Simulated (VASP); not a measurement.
**NaCl: single point with PBE**

NaCl:

```
Na Cl
1.0
     2.80162    0.00000    0.00000
     0.00000    2.80162    0.00000
     0.00000    0.00000    2.80162
Na Cl
1 1
Direct
  0.00000 0.00000 0.00000
  0.50000 0.50000 0.50000
```

This cell differs from its parent crystal: volume scaled by 0.94.

```
Program                : VASP 6.6.1
Task                   : single point
Functional             : PBE
Potentials or basis    : VASP PAW PBE potentials, release 64 (Na_pv, Cl)
Cutoff                 : 520 eV
k mesh                 : 8 × 8 × 8
Occupations            : fermi-dirac, width 0.02 eV
Spin                   : no spin polarisation
Dipole correction      : no
Further INCAR settings : ALGO = Normal; EDIFF = 1e-06; NBANDS = 14
```

| Item | Value |
| --- | --- |
| Pressure | 82.7 GPa |
| Band gap on the k mesh | 4.15 eV, direct |

Levels at points of the mesh, in eV from the valence-band top:
```csv
k point,band 4,band 5,band 6,band 7,band 8,band 9,band 10,band 11
"(0.00, 0.00, 0.00)",-17.55,-1.37,-1.37,-1.37,6.30,6.30,8.02,17.99
"(0.50, 0.00, 0.00)",-15.65,-7.46,-0.88,-0.88,9.01,9.60,12.78,12.78
"(0.50, 0.50, 0.00)",-14.87,-5.78,-5.78,0.00,4.15,10.78,12.72,12.72
"(0.50, 0.50, 0.50)",-13.48,-5.23,-5.23,-5.23,6.16,6.16,6.16,17.74
```

It used 6.3 s of CPU time on 1 thread of Intel Xeon 6975P-C, with other jobs on the host.

 A k mesh can miss the band edges.
